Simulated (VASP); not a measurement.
CuP:

```
Cu P
1.0
     3.70333    0.00000    0.00000
    -1.85167    3.20718    0.00000
     0.00000    0.00000    2.51961
Cu P
1 1
Direct
  0.00000 0.00000 0.00000
  0.66667 0.33333 0.50000
```

```yaml
Program: VASP 6.6.1
Task: relaxation of cell and atoms
Functional: PBE
Potentials_or_basis: VASP PAW PBE potentials, release 64 (Cu, P)
Cutoff: 600 eV
k_mesh: 18 × 18 × 22
Occupations: gaussian, width 0.1 eV
Spin: no spin polarisation
```

At the start: pressure -0.2 GPa; volume 14.96 Å³/atom.

Where does the relaxation end?

Over 5 steps the energy falls by 3.0 meV/atom and the volume is 15.01 Å³/atom (+0.3 %); space group P-6m2 (No. 187, to 0.1 Å) before and after.

The path:
```
step  energy change (eV)  largest force (eV/Å)  pressure (GPa)  volume (Å³)
   1              0.0000                0.0000           -0.17        29.93
   2             -0.0052                0.0000            0.30        29.85
   3             -0.0056                0.0000            0.60        29.83
   4             -0.0059                0.0000           -0.14        30.08
   5             -0.0060                0.0000            0.00        30.03
```

Final structure:
```xyz
2
Lattice="3.7387 0.0000 0.0000 -1.8694 3.2378 0.0000 0.0000 0.0000 2.4807" Properties=species:S:1:pos:R:3 pbc="T T T"
Cu    0.0000    0.0000    2.4807
P     1.8694    1.0793    1.2403
```
